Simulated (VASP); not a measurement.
# Si (Fd-3m) in VASP: notebook

Runs on Si. Level: PBE. Tasks: single point.

Everything below comes from runs of VASP 6.6.1. Logs are shortened: lines on timing, memory, paths and dates and some standing lists are left out, and cuts for length are marked.

## (1) The cell of the first run

The structure is cubic, space group Fd-3m (No. 227). The conventional cell has a = 5.471 Å, b = 5.471 Å, c = 5.471 Å, α = 90.00°, β = 90.00°, γ = 90.00°. Si (site symmetry -43m) has 4 Si at 2.37 Å within 3.1 Å.

## (2) Single point, PBE

Contents of INCAR:

```
SYSTEM = Si
PREC = Accurate
ENCUT = 500
EDIFF = 1E-6
ISMEAR = -1
SIGMA = 0.05
LREAL = .False.
LASPH = .True.
NELM = 120
ALGO = Normal
ISIF = 2
LWAVE = .False.
LCHARG = .True.
GGA = PE
LELF = .True.
LVHAR = .True.
NBANDS = 11
GGA_COMPAT = .False.
```

Contents of KPOINTS:

```
regular mesh
0
Gamma
  10 10 10
  0 0 0
```

Contents of POSCAR:

```
Si
1.0
    0.0000000000      2.7354874751      2.7354874751
    2.7354874751      0.0000000000      2.7354874751
    2.7354874751      2.7354874751      0.0000000000
Si
2
Direct
    0.5000000000      0.5000000000      0.5000000000
    0.7500000000      0.7500000000      0.7500000000
```

Potentials or basis: VASP PAW PBE potentials, release 64 (Si).

On the command line:

```
$ cat potpaw_PBE.64/Si/POTCAR > POTCAR
$ mpirun -np 1 vasp_std > vasp.out
```

OUTCAR:

```text
SYSTEM = Si
   PREC = Accurate
   ENCUT = 500
   EDIFF = 1E-6
   ISMEAR = -1
   LREAL = .False.
   LASPH = .True.
   NELM = 120
   ISIF = 2
   GGA = PE

 ion  position               nearest neighbor table
   1  0.500  0.500  0.500-   2 2.37   2 2.37   2 2.37   2 2.37
   2  0.750  0.750  0.750-   1 2.37   1 2.37   1 2.37   1 2.37

  LATTYP: Found a face centered cubic cell.
 ALAT       =     5.4709749502

  Lattice vectors:

 A1 = (   0.0000000000,   2.7354874751,   2.7354874751)
 A2 = (   2.7354874751,   0.0000000000,   2.7354874751)
 A3 = (   2.7354874751,   2.7354874751,   0.0000000000)

Analysis of symmetry for initial positions (statically):
=====================================================================
 Subroutine PRICEL returns:
 Original cell was already a primitive cell.

 Routine SETGRP: Setting up the symmetry group for a
 face centered cubic supercell.

 Subroutine GETGRP returns: Found 48 space group operations
 (whereof 24 operations were pure point group operations)
 out of a pool of 48 trial point group operations.

The static configuration has the point symmetry T_d .
 The point group associated with its full space group is O_h .

Analysis of symmetry for dynamics (positions and initial velocities):
=====================================================================
 Subroutine PRICEL returns:
 Original cell was already a primitive cell.

 Routine SETGRP: Setting up the symmetry group for a
 face centered cubic supercell.

 Subroutine GETGRP returns: Found 48 space group operations
 (whereof 24 operations were pure point group operations)
 out of a pool of 48 trial point group operations.

The dynamic configuration has the point symmetry T_d .
 The point group associated with its full space group is O_h .

 Subroutine INISYM returns: Found 48 space group operations
 (whereof 24 operations are pure point group operations),
 and found     1 'primitive' translations

----------------------------------------------------------------------------------------

                                     Primitive cell

  volume of cell :      40.9387

  direct lattice vectors                    reciprocal lattice vectors
     0.000000000  2.735487475  2.735487475    -0.182782778  0.182782778  0.182782778
     2.735487475  0.000000000  2.735487475     0.182782778 -0.182782778  0.182782778
     2.735487475  2.735487475  0.000000000     0.182782778  0.182782778 -0.182782778

  length of vectors
     3.868563487  3.868563487  3.868563487     0.316589058  0.316589058  0.316589058

  position of ions in fractional coordinates (direct lattice)
     0.500000000  0.500000000  0.500000000
     0.750000000  0.750000000  0.750000000

  ion indices of the primitive-cell ions
   primitive index   ion index
                 1           1
                 2           2

----------------------------------------------------------------------------------------

 KPOINTS: regular mesh

Automatic generation of k-mesh.
 Grid dimensions read from file:
 generate k-points for:   10   10   10

 Generating k-lattice:

  Cartesian coordinates                     Fractional coordinates (reciprocal lattice)
    -0.018278278  0.018278278  0.018278278     0.100000000  0.000000000  0.000000000
     0.018278278 -0.018278278  0.018278278     0.000000000  0.100000000  0.000000000
     0.018278278  0.018278278 -0.018278278     0.000000000  0.000000000  0.100000000

  Length of vectors
     0.031658906  0.031658906  0.031658906

  Shift w.r.t. Gamma in fractional coordinates (k-lattice)
     0.000000000  0.000000000  0.000000000

 Subroutine IBZKPT returns following result:
 ===========================================

 Found     47 irreducible k-points:

 Following reciprocal coordinates:
            Coordinates               Weight
  0.000000  0.000000  0.000000      1.000000
  0.100000  0.000000  0.000000      8.000000
  0.200000  0.000000  0.000000      8.000000
  0.300000  0.000000  0.000000      8.000000
  0.400000  0.000000  0.000000      8.000000
  0.500000  0.000000  0.000000      4.000000
[... 16 lines left out ...]
  0.300000  0.300000  0.000000      6.000000
  0.400000  0.300000  0.000000     24.000000
 [... further k-points ...]
   k-points           NKPTS =     47   k-points in BZ     NKDIM =     47   number of bands    NBANDS=     11
   number of dos      NEDOS =    301   number of ions     NIONS =      2
   total plane-waves  NPLWV =  21952
   dimension x,y,z NGX =    28 NGY =   28 NGZ =   28
   dimension x,y,z NGXF=    56 NGYF=   56 NGZF=   56
   ions per type =               2
   NGX,Y,Z   is equivalent  to a cutoff of  12.03, 12.03, 12.03 a.u.
   NGXF,Y,Z  is equivalent  to a cutoff of  24.07, 24.07, 24.07 a.u.
 SYSTEM =  Si
   PREC   = accura    normal or accurate (medium, high low for compatibility)
   ISTART =      0    job   : 0-new  1-cont  2-samecut
   ICHARG =      2    charge: 1-file 2-atom 10-const
   ISPIN  =      1    spin polarized calculation?
   LNONCOLLINEAR =      F non collinear calculations
   LSORBIT =      F    spin-orbit coupling
   LASPH  =      T    aspherical Exc in radial PAW
   ENCUT  =  500.0 eV  36.75 Ry    6.06 a.u.   7.05  7.05  7.05*2*pi/ulx,y,z
   NELM   =    120;   NELMIN=  2; NELMDL= -5     # of ELM steps
   EDIFF  = 0.1E-05   stopping-criterion for ELM
   LREAL  =      F    real-space projection
   EDIFFG = 0.1E-04   stopping-criterion for IOM
   NSW    =      0    number of steps for IOM
   IBRION =     -1    ionic relax: 0-MD 1-quasi-New 2-CG
   NFREE  =      0    steps in history (QN), initial steepest desc. (CG)
   ISIF   =      2    stress and relaxation
   ISYM   =      2    0-nonsym 1-usesym 2-fastsym
   POTIM  = 0.5000    time-step for ionic-motion
   TEBEG  =    0.0;   TEEND  =   0.0 temperature during run
   PSTRESS=    0.0 pullay stress
   NELECT =       8.0000    total number of electrons
   NUPDOWN=      -1.0000    fix difference up-down
   EMIN   =  10.00;   EMAX   =-10.00  energy-range for DOS
   EFERMI =   0.00;   METHOD = LEGACY
   ISMEAR =    -1;   SIGMA  =   0.05  broadening in eV -4-tet -1-fermi 0-gaus
   EFERMI_NEDOS =   21; number of points for ismear=-14 and -15
   IALGO  =     38    algorithm
   IMIX   =      4    mixing-type and parameters
     AMIX     =   0.40;   BMIX     =  1.00
     AMIX_MAG =   1.60;   BMIX_MAG =  1.00
  volume/ion in A,a.u.               =      20.47       138.13
  Fermi-wavevector in a.u.,A,eV,Ry     =   0.950007  1.795253 12.279437  0.902513
  Thomas-Fermi vector in A             =   2.078343
   LORBIT       =      0    0 simple, 1 ext, 2 COOP (PROOUT), +10 PAW based schemes
   GGA     = PE    functional components
   LHFCALC =     F    Hartree Fock is set to
   AEXX    =    0.0000 exact exchange contribution
   IVDW    =     0    specifies the selected vdW correction
   LEPSILON=     F    determine dielectric tensor
   LRPA    =     F    only Hartree local field effects (RPA)
 non-spin polarized calculation
  energy-cutoff  :      500.00
  volume of cell :       40.94
 maximum number of plane-waves:      1056
   NGX = 15   NGY = 15   NGZ = 15

 number of electron       8.0000000 magnetization

 Free energy of the ion-electron system (eV)
  ---------------------------------------------------
  ext. energy  EPLUGINS =         0.00000000
  ---------------------------------------------------
  free energy    TOTEN  =       -10.84917396 eV

  energy without entropy =      -10.84915844  energy(sigma->0) =      -10.84916620

 E-fermi :   5.8990     XC(G=0):  -9.3226

 val. band max:        5.6037359792   @ k =   0.0000   0.0000   0.0000
 cond. band min:       6.2236780956   @ k =   0.4000   0.4000   0.0000
 fundamental gap:      0.6199421164
 Fermi energy:         5.8989731099

 k-point     1 :       0.0000    0.0000    0.0000
  band No.  band energies     occupation
      1      -6.2026      2.00000
      2       5.6037      1.99456
      3       5.6037      1.99456
      4       5.6037      1.99456
      5       8.1602      0.00000
      6       8.1602      0.00000
      7       8.1602      0.00000
      8       8.7235      0.00000
      9      13.3124      0.00000
     10      13.3124      0.00000
     11      13.4761      0.00000

 k-point     2 :       0.1000    0.0000    0.0000
  band No.  band energies     occupation
      1      -6.0741      2.00000
      2       4.4618      2.00000
      3       5.4102      1.99989
      4       5.4102      1.99989
      5       8.1232      0.00000
      6       8.4456      0.00000
      7       8.4456      0.00000
      8       9.6968      0.00000
      9      12.9630      0.00000
     10      12.9630      0.00000
     11      14.0053      0.00000

 k-point     3 :       0.2000    0.0000    0.0000
  band No.  band energies     occupation
      1      -5.6951      2.00000
      2       2.6233      2.00000
      3       5.0369      2.00000
      4       5.0369      2.00000
      5       7.7521      0.00000
      6       8.9471      0.00000
      7       8.9471      0.00000
      8      11.4719      0.00000
      9      12.6525      0.00000
     10      12.6525      0.00000
     11      14.6751      0.00000

 k-point     4 :       0.3000    0.0000    0.0000
  band No.  band energies     occupation
      1      -5.0925      2.00000
      2       0.8669      2.00000
      3       4.7071      2.00000
      4       4.7071      2.00000
      5       7.3883      0.00000
      6       9.1283      0.00000
      7       9.1283      0.00000
      8      13.0957      0.00000
      9      13.1770      0.00000
     10      13.1770      0.00000
     11      14.4211      0.00000
[... 239 lines left out ...]
 k-point    22 :      -0.2000    0.2000    0.0000
  band No.  band energies     occupation
      1      -4.8805      2.00000
      2       1.1587      2.00000
      3       2.6743      2.00000
      4       4.7735      2.00000
      5       8.4520      0.00000
      6       9.5676      0.00000
      7       9.8708      0.00000
      8      11.2554      0.00000
      9      11.7363      0.00000
     10      16.1990      0.00000
     11      16.2178      0.00000

 k-point    23 :       0.3000    0.3000    0.0000
  band No.  band energies     occupation
      1      -4.6828      2.00000
      2       1.2001      2.00000
      3       3.4242      2.00000
      4       3.4242      2.00000
      5       6.4947      0.00001
      6       8.0412      0.00000
      7      12.1702      0.00000
      8      12.1702      0.00000
      9      14.4983      0.00000
     10      15.0250      0.00000
     11      17.9125      0.00000

 k-point    24 :       0.4000    0.3000    0.0000
  band No.  band energies     occupation
      1      -4.0823      2.00000
      2       0.2126      2.00000
      3       2.8138      2.00000
      4       3.2228      2.00000
      5       6.6821      0.00000
      6       7.8706      0.00000
      7      12.4530      0.00000
      8      12.5950      0.00000
      9      16.0094      0.00000
     10      16.1314      0.00000
     11      17.6164      0.00000

 [... further k-points ...]
[... 5 lines left out ...]
  --------------------------------------------------------------------------------------
  -------------------------------------------------------------------------------------
  Total       -0.0288706     -0.0288706     -0.0288706     -0.0000000      0.0000000     -0.0000000
  in kB       -1.1298810     -1.1298810     -1.1298810     -0.0000000      0.0000000     -0.0000000
  external PRESSURE =      -1.1298810 kB  Pullay stress =       0.0000000 kB

 VOLUME and BASIS-vectors are now :
 -----------------------------------------------------------------------------
  energy-cutoff  :      500.00
  volume of cell :       40.94
      direct lattice vectors                 reciprocal lattice vectors
     0.000000000  2.735487475  2.735487475    -0.182782778  0.182782778  0.182782778
     2.735487475  0.000000000  2.735487475     0.182782778 -0.182782778  0.182782778
     2.735487475  2.735487475  0.000000000     0.182782778  0.182782778 -0.182782778

 POSITION                                       TOTAL-FORCE (eV/Angst)
 -----------------------------------------------------------------------------------
      2.73549      2.73549      2.73549         0.000000      0.000000     -0.000000
      4.10323      4.10323      4.10323        -0.000000     -0.000000      0.000000
 -----------------------------------------------------------------------------------
    total drift:                                0.000000      0.000000     -0.000000

  FREE ENERGIE OF THE ION-ELECTRON SYSTEM (eV)
  ---------------------------------------------------
  free  energy   TOTEN  =       -10.8491739621 eV

  energy  without entropy=      -10.8491584374  energy(sigma->0) =      -10.84916620
```

Wall time 29 s (1 thread of Intel Xeon 8259CL, shared host); peak memory 0.15 GiB.

What came out:

```yaml
Free_energy: -10.8492 eV
Pressure: -0.1 GPa
Band_gap_on_the_k_mesh: 0.62 eV, indirect (least direct gap 2.56 eV)
```

A k mesh can miss the band edges.

## (3) Single point, PBE

Contents of INCAR:

```
PREC = Accurate ; ENCUT = 500
EDIFF = 1E-6 ; ISMEAR = -1
SIGMA = 0.05 ; LREAL = False
LASPH = True ; NELM = 120
ALGO = Normal ; ISIF = 2
LWAVE = False ; LCHARG = True
GGA = PE ; LELF = True
LVHAR = True ; NBANDS = 11
GGA_COMPAT = False
```

Contents of KPOINTS:

```
Automatic mesh
0
Gamma
  10 10 10
```

POSCAR is that of step 2.

Potentials or basis: VASP PAW PBE potentials, release 64 (Si).

On the command line:

```
$ cat potpaw_PBE.64/Si/POTCAR > POTCAR
$ mpirun -np 1 vasp_std > vasp.out
```

It took 28 s on 1 thread of Intel Xeon 8259CL, shared host; peak memory 0.15 GiB.

Results (log left out):

- Free energy: -10.8492 eV
- Pressure: -0.1 GPa
- Band gap on the k mesh: 0.62 eV, indirect (least direct gap 2.56 eV)

Levels at points of the mesh, in eV from the valence-band top:
| k point | band 2 | band 3 | band 4 | band 5 | band 6 | band 7 |
| --- | --- | --- | --- | --- | --- | --- |
| (0.00, 0.00, 0.00) | 0.00 | 0.00 | 0.00 | 2.56 | 2.56 | 2.56 |
| (0.50, 0.00, 0.00) | -6.86 | -1.18 | -1.18 | 1.46 | 3.35 | 3.35 |
| (0.50, 0.50, 0.00) | -7.74 | -2.79 | -2.79 | 0.75 | 0.75 | 9.93 |

A k mesh can miss the band edges. As with any semilocal functional, this PBE gap is likely too small.
